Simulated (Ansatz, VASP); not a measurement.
## ZrB2 in VASP and in Ansatz

INCAR

```
SYSTEM = ZrB2
PREC     = Accurate       ! precision mode
ENCUT    = 520            ! plane-wave cutoff, eV
EDIFF    = 1E-6           ! SCF threshold, eV
ISMEAR   = -1             ! smearing method
SIGMA    = 0.03           ! smearing width, eV
LREAL    = .False.        ! projectors in reciprocal space
LASPH    = .True.         ! aspherical terms in the spheres
NELM     = 60             ! most SCF steps
ALGO     = Normal         ! electronic algorithm
ISIF     = 2              ! what is computed and relaxed
LWAVE    = .False.        ! write WAVECAR
LCHARG   = .False.        ! write CHGCAR
GGA      = CA             ! functional
NBANDS   = 16             ! bands
```

The input KPOINTS:

```
regular mesh
0
Gamma
  13 13 10
  0 0 0
```

Contents of POSCAR:

```
ZrB2
1.0
    3.1437575759      0.0000000000      0.0000000000
   -1.5718787880      2.7225739241      0.0000000000
    0.0000000000      0.0000000000      3.4963751271
Zr B
1 2
Direct
    0.0000000000      0.0000000000      0.0000000000
    0.3333333333      0.6666666667      0.5000000000
    0.6666666667      0.3333333333      0.5000000000
```

Input for Ansatz:

```yaml
crystal:
  lattice:
    - [3.1437575759, 0.0, 0.0]
    - [-1.571878788, 2.7225739241, 0.0]
    - [0.0, 0.0, 3.4963751271]
  atoms:
    - { symbol: Zr, position: [0.0, 0.0, 0.0] }
    - { symbol: B, position: [0.3333333333, 0.6666666667, 0.5] }
    - { symbol: B, position: [0.6666666667, 0.3333333333, 0.5] }
kpoints:
  mp_grid: { grid: [13, 13, 10] }
  band_path:
    path:
      - [0.0, 0.0, 0.0]
      - [0.5, 0.0, 0.0]
      - [0.3333333333, 0.3333333333, 0.0]
      - [0.0, 0.0, 0.0]
      - [0.0, 0.0, 0.5]
      - [0.5, 0.0, 0.5]
      - [0.3333333333, 0.3333333333, 0.5]
      - [0.0, 0.0, 0.5]
      - [0.5, 0.0, 0.5]
    npoints: 5
scf:
  occupations: { method: fermi_dirac, width: 0.03 }
hamiltonian:
  xc: lda
  pseudopotentials: { kind: all_electron, lapw: { basis_error: 0.001 } }
output:
  forces: true
  stress: true
  eigenvalues: true
```

Change from the starting cell: volume scaled by 0.98.

Alike in both runs: task single point; functional LDA; k mesh 13 × 13 × 10; occupations fermi-dirac, width 0.03 eV; no spin polarisation.

```csv
,VASP,Ansatz
version,VASP 6.6.1,Ansatz 0.2.0
potentials or method,"VASP PAW LDA potentials, release 64 (Zr_sv, B), cutoff 520 eV","all-electron LAPW, scalar-relativistic"
```

Ansatz gave:

- pressure (GPa): -2.4
- traceless stress, the component that is largest in VASP (GPa): 0.61

Question: Estimate VASP's values.

Answer: Pressure (GPa): -1.9; traceless stress, the component that is largest in VASP (GPa): 0.61.

LDA's correlation is that of Perdew and Zunger in VASP and of Perdew and Wang (1992) in Ansatz. Ansatz ran all-electron here, and VASP with PAW potentials.
